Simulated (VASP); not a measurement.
Crystal: Co.

```
Co
1.0
     2.26992    0.00000    0.00000
    -1.13496    1.96581    0.00000
     0.00000    0.00000    3.70808
Co
2
Direct
  0.66667 0.33333 0.25986
  0.33333 0.66667 0.74014
```

This cell differs from its parent crystal: volume scaled by 0.76.

Base run:

- Program: VASP 6.6.1
- Functional: PBE
- Potentials or basis: VASP PAW PBE potentials, release 64 (Co)
- Cutoff: 520 eV
- k mesh: 15 × 15 × 8
- Occupations: fermi-dirac, width 0.08 eV
- Spin: no spin polarisation

Its results: pressure 94.7 GPa; largest force 1.763 eV/Å.

Question: The run is repeated on the same cell with these changes: spin from no spin polarisation to collinear spin, ferromagnetic start; further incar settings from ALGO = Normal; EDIFF = 1e-07; NBANDS = 16 to ALGO = Normal; EDIFF = 1e-07; NBANDS = 20. What comes out?

Answer: Pressure 103.3 GPa; net moment 2.10 μB per cell; site moments Co +1.03 μB; largest force 1.862 eV/Å.

Caveats: forces of over 1 eV/Å act on the atoms, so gaps and moduli don't describe the material at rest.
